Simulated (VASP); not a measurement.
# HgH3Pb (Pm-3m) in VASP: notebook

Runs on HgH3Pb. Level: PBE. Tasks: single point, relaxation of cell and atoms.

Program: VASP 6.6.1. These are calculated values, not measurements. Logs are shortened: lines on timing, memory, paths and dates and some standing lists are left out, and cuts for length are marked.

## Step 1: The cell of the first run

The structure is cubic, space group Pm-3m (No. 221). Conventional cell: a = 4.293 Å, b = 4.293 Å, c = 4.293 Å, α = 90.00°, β = 90.00°, γ = 90.00°. Hg (site symmetry m-3m) has 12 H at 3.04 Å and 8 Pb at 3.72 Å within 4.0 Å. H (site symmetry 4/mmm) has 2 Pb at 2.15 Å within 2.8 Å. Within 2.8 Å of Pb (site symmetry m-3m) lie 6 H at 2.15 Å.

## Step 2: Single point, PBE

INCAR reads:

```
PREC = Accurate
ENCUT = 520
EDIFF = 1E-6
ISMEAR = 0
SIGMA = 0.1
LREAL = F
LASPH = T
NELM = 60
ALGO = Normal
ISIF = 2
LWAVE = F
LCHARG = F
GGA = PE
NBANDS = 22
```

KPOINTS reads:

```
regular mesh
0
Gamma
  10 10 10
```

POSCAR reads:

```
HgH3Pb
1.0
    4.2932956791      0.0000000000      0.0000000000
    0.0000000000      4.2932956791      0.0000000000
    0.0000000000      0.0000000000      4.2932956791
Hg H Pb
1 3 1
Direct
    0.0000000000      0.0000000000      0.0000000000
    0.5000000000      0.5000000000      0.0000000000
    0.5000000000      0.0000000000      0.5000000000
    0.0000000000      0.5000000000      0.5000000000
    0.5000000000      0.5000000000      0.5000000000
```

Potentials or basis: VASP PAW PBE potentials, release 64 (Hg, H, Pb_d).

Started as:

```sh
cat potpaw_PBE.64/Hg/POTCAR potpaw_PBE.64/H/POTCAR potpaw_PBE.64/Pb_d/POTCAR > POTCAR
mpirun -np 1 vasp_std > vasp.out
```

OUTCAR:

```text
PREC = Accurate
   ENCUT = 520
   EDIFF = 1E-6
   ISMEAR = 0
   LREAL = F
   LASPH = T
   NELM = 60
   ISIF = 2
   GGA = PE

 ion  position               nearest neighbor table
   1  0.000  0.000  0.000-   5 3.72   5 3.72   5 3.72   5 3.72   5 3.72   5 3.72   5 3.72   5 3.72

   2  0.500  0.500  0.000-   5 2.15   5 2.15
   3  0.500  0.000  0.500-   5 2.15   5 2.15
   4  0.000  0.500  0.500-   5 2.15   5 2.15
   5  0.500  0.500  0.500-   2 2.15   3 2.15   4 2.15   2 2.15   3 2.15   4 2.15   1 3.72   1 3.72
                             1 3.72   1 3.72   1 3.72   1 3.72   1 3.72   1 3.72

  LATTYP: Found a simple cubic cell.
 ALAT       =     4.2932956791

  Lattice vectors:

 A1 = (   4.2932956791,   0.0000000000,   0.0000000000)
 A2 = (   0.0000000000,   4.2932956791,   0.0000000000)
 A3 = (   0.0000000000,   0.0000000000,   4.2932956791)

Analysis of symmetry for initial positions (statically):
=====================================================================
 Subroutine PRICEL returns:
 Original cell was already a primitive cell.

 Routine SETGRP: Setting up the symmetry group for a
 simple cubic supercell.

 Subroutine GETGRP returns: Found 48 space group operations
 (whereof 48 operations were pure point group operations)
 out of a pool of 48 trial point group operations.

The static configuration has the point symmetry O_h .

Analysis of symmetry for dynamics (positions and initial velocities):
=====================================================================
 Subroutine PRICEL returns:
 Original cell was already a primitive cell.

 Routine SETGRP: Setting up the symmetry group for a
 simple cubic supercell.

 Subroutine GETGRP returns: Found 48 space group operations
 (whereof 48 operations were pure point group operations)
 out of a pool of 48 trial point group operations.

The dynamic configuration has the point symmetry O_h .

 Subroutine INISYM returns: Found 48 space group operations
 (whereof 48 operations are pure point group operations),
 and found     1 'primitive' translations

----------------------------------------------------------------------------------------

                                     Primitive cell

  volume of cell :      79.1357

  direct lattice vectors                    reciprocal lattice vectors
     4.293295679  0.000000000  0.000000000     0.232921297  0.000000000  0.000000000
     0.000000000  4.293295679  0.000000000     0.000000000  0.232921297  0.000000000
     0.000000000  0.000000000  4.293295679     0.000000000  0.000000000  0.232921297

  length of vectors
     4.293295679  4.293295679  4.293295679     0.232921297  0.232921297  0.232921297

  position of ions in fractional coordinates (direct lattice)
     0.000000000  0.000000000  0.000000000
     0.500000000  0.500000000  0.000000000
     0.500000000  0.000000000  0.500000000
     0.000000000  0.500000000  0.500000000
     0.500000000  0.500000000  0.500000000

  ion indices of the primitive-cell ions
   primitive index   ion index
                 1           1
                 2           2
                 3           3
                 4           4
                 5           5

----------------------------------------------------------------------------------------

 KPOINTS: regular mesh

Automatic generation of k-mesh.
 Grid dimensions read from file:
 generate k-points for:   10   10   10

 Generating k-lattice:

  Cartesian coordinates                     Fractional coordinates (reciprocal lattice)
     0.023292130  0.000000000  0.000000000     0.100000000  0.000000000  0.000000000
     0.000000000  0.023292130  0.000000000     0.000000000  0.100000000  0.000000000
     0.000000000  0.000000000  0.023292130     0.000000000  0.000000000  0.100000000

  Length of vectors
     0.023292130  0.023292130  0.023292130

  Shift w.r.t. Gamma in fractional coordinates (k-lattice)
     0.000000000  0.000000000  0.000000000

 Subroutine IBZKPT returns following result:
 ===========================================

 Found     56 irreducible k-points:

 Following reciprocal coordinates:
            Coordinates               Weight
  0.000000  0.000000  0.000000      1.000000
  0.100000  0.000000  0.000000      6.000000
  0.200000  0.000000  0.000000      6.000000
  0.300000  0.000000  0.000000      6.000000
  0.400000  0.000000  0.000000      6.000000
  0.500000  0.000000  0.000000      3.000000
[... 16 lines left out ...]
  0.200000  0.100000  0.100000     24.000000
  0.300000  0.100000  0.100000     24.000000
 [... further k-points ...]
   k-points           NKPTS =     56   k-points in BZ     NKDIM =     56   number of bands    NBANDS=     22
   number of dos      NEDOS =    301   number of ions     NIONS =      5
   total plane-waves  NPLWV =  32768
   dimension x,y,z NGX =    32 NGY =   32 NGZ =   32
   dimension x,y,z NGXF=    64 NGYF=   64 NGZF=   64
   ions per type =               1   3   1
   NGX,Y,Z   is equivalent  to a cutoff of  12.39, 12.39, 12.39 a.u.
   NGXF,Y,Z  is equivalent  to a cutoff of  24.78, 24.78, 24.78 a.u.
 SYSTEM =  unknown system
   PREC   = accura    normal or accurate (medium, high low for compatibility)
   ISTART =      0    job   : 0-new  1-cont  2-samecut
   ICHARG =      2    charge: 1-file 2-atom 10-const
   ISPIN  =      1    spin polarized calculation?
   LNONCOLLINEAR =      F non collinear calculations
   LSORBIT =      F    spin-orbit coupling
   LASPH  =      T    aspherical Exc in radial PAW
   ENCUT  =  520.0 eV  38.22 Ry    6.18 a.u.   7.98  7.98  7.98*2*pi/ulx,y,z
   NELM   =     60;   NELMIN=  2; NELMDL= -5     # of ELM steps
   EDIFF  = 0.1E-05   stopping-criterion for ELM
   LREAL  =      F    real-space projection
   EDIFFG = 0.1E-04   stopping-criterion for IOM
   NSW    =      0    number of steps for IOM
   IBRION =     -1    ionic relax: 0-MD 1-quasi-New 2-CG
   NFREE  =      0    steps in history (QN), initial steepest desc. (CG)
   ISIF   =      2    stress and relaxation
   ISYM   =      2    0-nonsym 1-usesym 2-fastsym
   POTIM  = 0.5000    time-step for ionic-motion
   TEBEG  =    0.0;   TEEND  =   0.0 temperature during run
   PSTRESS=    0.0 pullay stress
   NELECT =      29.0000    total number of electrons
   NUPDOWN=      -1.0000    fix difference up-down
   EMIN   =  10.00;   EMAX   =-10.00  energy-range for DOS
   EFERMI =   0.00;   METHOD = LEGACY
   ISMEAR =     0;   SIGMA  =   0.10  broadening in eV -4-tet -1-fermi 0-gaus
   EFERMI_NEDOS =   21; number of points for ismear=-14 and -15
   IALGO  =     38    algorithm
   IMIX   =      4    mixing-type and parameters
     AMIX     =   0.40;   BMIX     =  1.00
     AMIX_MAG =   1.60;   BMIX_MAG =  1.00
  volume/ion in A,a.u.               =      15.83       106.81
  Fermi-wavevector in a.u.,A,eV,Ry     =   1.171521  2.213853 18.673468  1.372461
  Thomas-Fermi vector in A             =   2.307963
   LORBIT       =      0    0 simple, 1 ext, 2 COOP (PROOUT), +10 PAW based schemes
   GGA     = PE    functional components
   LHFCALC =     F    Hartree Fock is set to
   AEXX    =    0.0000 exact exchange contribution
   IVDW    =     0    specifies the selected vdW correction
   LEPSILON=     F    determine dielectric tensor
   LRPA    =     F    only Hartree local field effects (RPA)
 non-spin polarized calculation
 Gauss-broadening in eV      SIGMA  =   0.10
  energy-cutoff  :      520.00
  volume of cell :       79.14
 maximum number of plane-waves:      2176
 NGX is ok and might be reduce to    32
   NGX = 15   NGY = 15   NGZ = 15

 number of electron      29.0000010 magnetization

 Free energy of the ion-electron system (eV)
  ---------------------------------------------------
  ext. energy  EPLUGINS =         0.00000000
  ---------------------------------------------------
  free energy    TOTEN  =       -11.54718553 eV

  energy without entropy =      -11.54353410  energy(sigma->0) =      -11.54535982

 E-fermi :   2.2646     XC(G=0):  -9.3160

 val. band max:        2.2482907091   @ k =   0.5000   0.1000   0.1000
 cond. band min:       2.3998969735   @ k =   0.3000   0.2000   0.2000
 fundamental gap:      0.1516062644
 Fermi energy:         2.2646477957

 k-point     1 :       0.0000    0.0000    0.0000
  band No.  band energies     occupation
      1     -14.3257      2.00000
      2     -14.3257      2.00000
      3     -14.1606      2.00000
      4     -14.1606      2.00000
      5     -14.1606      2.00000
      6      -7.8800      2.00000
[... 14 lines left out ...]
     21      10.4440      0.00000
     22      13.2158      0.00000

 k-point     2 :       0.1000    0.0000    0.0000
  band No.  band energies     occupation
      1     -14.3255      2.00000
      2     -14.3169      2.00000
      3     -14.1617      2.00000
      4     -14.1617      2.00000
      5     -14.1605      2.00000
      6      -7.8146      2.00000
[... 14 lines left out ...]
     21      10.5286      0.00000
     22      12.2712      0.00000

 k-point     3 :       0.2000    0.0000    0.0000
  band No.  band energies     occupation
      1     -14.3250      2.00000
      2     -14.2939      2.00000
      3     -14.1646      2.00000
      4     -14.1646      2.00000
      5     -14.1602      2.00000
      6      -7.6256      2.00000
[... 14 lines left out ...]
     21      10.6860      0.00000
     22      11.4287      0.00000

 k-point     4 :       0.3000    0.0000    0.0000
  band No.  band energies     occupation
      1     -14.3243      2.00000
      2     -14.2653      2.00000
      3     -14.1682      2.00000
      4     -14.1682      2.00000
      5     -14.1597      2.00000
      6      -7.3426      2.00000
[... 14 lines left out ...]
     21      10.8190      0.00000
     22      10.8652      0.00000

 k-point     5 :       0.4000    0.0000    0.0000
  band No.  band energies     occupation
      1     -14.3237      2.00000
      2     -14.2421      2.00000
      3     -14.1710      2.00000
      4     -14.1710      2.00000
      5     -14.1594      2.00000
      6      -7.0473      2.00000
[... 14 lines left out ...]
     21      10.4504      0.00000
     22      11.0606      0.00000

 k-point     6 :       0.5000    0.0000    0.0000
  band No.  band energies     occupation
      1     -14.3235      2.00000
      2     -14.2332      2.00000
      3     -14.1721      2.00000
      4     -14.1721      2.00000
      5     -14.1593      2.00000
      6      -6.9080      2.00000
[... 14 lines left out ...]
     21      10.3272      0.00000
     22      11.1653      0.00000

 k-point     7 :       0.1000    0.1000    0.0000
  band No.  band energies     occupation
      1     -14.3210      2.00000
      2     -14.3124      2.00000
      3     -14.1629      2.00000
      4     -14.1617      2.00000
      5     -14.1615      2.00000
      6      -7.7498      2.00000
[... 324 lines left out ...]
      6      -6.2596      2.00000
[... 14 lines left out ...]
     21      11.5790      0.00000
     22      11.6096      0.00000

 k-point    21 :       0.5000    0.5000    0.0000
  band No.  band energies     occupation
      1     -14.2793      2.00000
      2     -14.1879      2.00000
      3     -14.1800      2.00000
      4     -14.1718      2.00000
      5     -14.1718      2.00000
      6      -6.1626      2.00000
[... 14 lines left out ...]
     21      11.4349      0.00000
     22      11.4349      0.00000

 k-point    22 :       0.1000    0.1000    0.1000
  band No.  band energies     occupation
      1     -14.3122      2.00000
      2     -14.3122      2.00000
      3     -14.1628      2.00000
      4     -14.1628      2.00000
      5     -14.1627      2.00000
      6      -7.6855      2.00000
[... 14 lines left out ...]
     21      10.4865      0.00000
     22      12.5325      0.00000

 k-point    23 :       0.2000    0.1000    0.1000
  band No.  band energies     occupation
      1     -14.3117      2.00000
      2     -14.2890      2.00000
      3     -14.1658      2.00000
      4     -14.1657      2.00000
      5     -14.1624      2.00000
      6      -7.4998      2.00000
[... 14 lines left out ...]
     21      10.1740      0.00000
     22      12.2482      0.00000

 k-point    24 :       0.3000    0.1000    0.1000
  band No.  band energies     occupation
      1     -14.3111      2.00000
      2     -14.2602      2.00000
      3     -14.1696      2.00000
      4     -14.1693      2.00000
      5     -14.1621      2.00000
      6      -7.2225      2.00000
[... 14 lines left out ...]
     21      10.2689      0.00000
     22      11.7539      0.00000

 [... further k-points ...]
[... 5 lines left out ...]
  --------------------------------------------------------------------------------------
  -------------------------------------------------------------------------------------
  Total       -0.0365515     -0.0365515     -0.0365515      0.0000000     -0.0000000      0.0000000
  in kB       -0.7400189     -0.7400189     -0.7400189      0.0000000     -0.0000000      0.0000000
  external PRESSURE =      -0.7400189 kB  Pullay stress =       0.0000000 kB

 VOLUME and BASIS-vectors are now :
 -----------------------------------------------------------------------------
  energy-cutoff  :      520.00
  volume of cell :       79.14
      direct lattice vectors                 reciprocal lattice vectors
     4.293295679  0.000000000  0.000000000     0.232921297  0.000000000  0.000000000
     0.000000000  4.293295679  0.000000000     0.000000000  0.232921297  0.000000000
     0.000000000  0.000000000  4.293295679     0.000000000  0.000000000  0.232921297

 POSITION                                       TOTAL-FORCE (eV/Angst)
 -----------------------------------------------------------------------------------
      0.00000      0.00000      0.00000         0.000000      0.000000      0.000000
      2.14665      2.14665      0.00000         0.000000      0.000000      0.000000
      2.14665      0.00000      2.14665         0.000000      0.000000      0.000000
      0.00000      2.14665      2.14665         0.000000      0.000000      0.000000
      2.14665      2.14665      2.14665         0.000000      0.000000      0.000000
 -----------------------------------------------------------------------------------
    total drift:                                0.000000      0.000000     -0.000000

  FREE ENERGIE OF THE ION-ELECTRON SYSTEM (eV)
  ---------------------------------------------------
  free  energy   TOTEN  =       -11.5471855308 eV

  energy  without entropy=      -11.5435341047  energy(sigma->0) =      -11.54535982
```

Wall time 49 s (1 thread of Intel Xeon Platinum 8259CL at 2.50GHz (Skylake/Cascade Lake), shared host); peak memory 0.24 GiB.

Results:

- Free energy: -11.5472 eV
- Pressure: -0.1 GPa

Levels at points of the mesh, in eV from the Fermi level:
```tsv
k point	band 12	band 13	band 14	band 15	band 16	band 17
(0.00, 0.00, 0.00)	-2.01	-0.85	-0.85	1.06	1.06	1.06
(0.50, 0.00, 0.00)	-4.98	-0.92	-0.54	1.32	2.44	2.44
(0.50, 0.50, 0.00)	-4.64	-4.64	-2.42	0.84	2.79	4.23
(0.50, 0.50, 0.50)	-3.47	-3.47	-3.47	-1.50	1.94	1.94
```

Caveat: spin-orbit coupling is left out, which moves the levels of the heavy elements.

(Continued in part 2 of 2.)
